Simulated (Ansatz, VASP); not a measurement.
**Sn2TeSe: VASP beside Ansatz**

Contents of POSCAR:

```
Sn2TeSe
1.0
    2.1911871275      1.2650824779      7.1242022526
   -2.1911871275      1.2650824779      7.1242022526
    0.0000000000     -2.5301649558      7.1242022526
Se Te Sn
1 1 2
Direct
    1.0000000000      0.0000000000      0.0000000000
    0.5000000000      0.5000000000      0.5000000000
    0.2555289086      0.2555289086      0.2555289086
    0.7444710914      0.7444710914      0.7444710914
```

Contents of INCAR.step1:

```
PREC = Accurate ; ENCUT = 520
ISMEAR = 0 ; SIGMA = 0.01
LREAL = False ; LASPH = True
NELM = 100 ; NBANDS = 28
GGA = PE ; ALGO = Normal
EDIFF = 1E-4 ; LWAVE = True
LCHARG = False
```

Contents of INCAR.step2:

```
PREC = Accurate ; ENCUT = 520
EDIFF = 1E-6 ; ISMEAR = 0
SIGMA = 0.01 ; LREAL = False
LASPH = True ; NELM = 100
ALGO = Normal ; ISIF = 2
LWAVE = False ; LCHARG = False
METAGGA = R2SCAN ; LMIXTAU = True
NBANDS = 28 ; ISTART = 1
```

KPOINTS

```
regular mesh
0
Gamma
  6 6 6
```

Input for Ansatz:

```yaml
crystal:
  lattice:
    - [2.1911871275, 1.2650824779, 7.1242022526]
    - [-2.1911871275, 1.2650824779, 7.1242022526]
    - [0.0, -2.5301649558, 7.1242022526]
  atoms:
    - { symbol: Se, position: [1.0, 0.0, 0.0] }
    - { symbol: Te, position: [0.5, 0.5, 0.5] }
    - { symbol: Sn, position: [0.2555289086, 0.2555289086, 0.2555289086] }
    - { symbol: Sn, position: [0.7444710914, 0.7444710914, 0.7444710914] }
kpoints:
  mp_grid: { grid: [6, 6, 6] }
hamiltonian:
  xc: r2scan
scf:
  occupations: { method: fixed }
  n_extra_bands: 5
output:
  forces: true
  stress: true
  eigenvalues: true
```

Alike in both runs: task single point; functional r2SCAN; k mesh 6 × 6 × 6; no spin polarisation.

|  | VASP | Ansatz |
| --- | --- | --- |
| version | VASP 6.6.1 | Ansatz 0.2.0 |
| potentials or method | VASP PAW PBE potentials, release 64 (Se, Te, Sn_d) | plane waves, PAW |
| plane-wave cutoff (eV) | 520 | 500 |
| occupations | gaussian, width 0.01 eV | fixed |
| valence electrons in the cell | 40 | 60 |

|  | VASP | Ansatz | Ansatz less VASP |
| --- | --- | --- | --- |
| gap on the k mesh at the Fermi level (eV) | 0.08 | 0.08 | -0.001 |
| pressure (GPa) | 0.0 | 0.0 | +0.01 |

VASP's potentials were made for PBE, not for r2SCAN. VASP's potentials hold 40 valence electrons a cell and Ansatz's 60, so a difference there can come from the potentials and not from the codes.

Spin-orbit coupling is off throughout.
